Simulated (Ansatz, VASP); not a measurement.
# Y in VASP and in Ansatz

```
Y
1.0
     3.53825    0.00000    0.00000
    -1.76912    3.06421    0.00000
     0.00000    0.00000    5.54925
Y
2
Direct
  0.33333 0.66667 0.25000
  0.66667 0.33333 0.75000
```

Alike in both runs: functional LDA; k mesh 12 × 12 × 6; occupations fermi-dirac, width 0.15 eV; no spin polarisation.

Ansatz relaxed the structure, and its values are those at the end. VASP's run is a single point on that final structure, the one shown.

```csv
,VASP,Ansatz
version,VASP 6.6.1,Ansatz 0.2.0
potentials or method,"VASP PAW LDA potentials, release 64 (Y_sv), cutoff 520 eV","scalar-relativistic, plane waves, PAW"
valence electrons in the cell,22,22
```

|  | VASP | Ansatz | Ansatz less VASP |
| --- | --- | --- | --- |
| gap on the k mesh at the Fermi level (eV) | none | none | - |
| pressure (GPa) | -0.1 | 0.0 | +0.13 |

Ansatz warns that its potentials were made for another functional, while VASP's fit it. LDA's correlation is that of Perdew and Zunger in VASP and of Perdew and Wang (1992) in Ansatz. A gap of «none» marks a metal or a gap that the smearing closes.
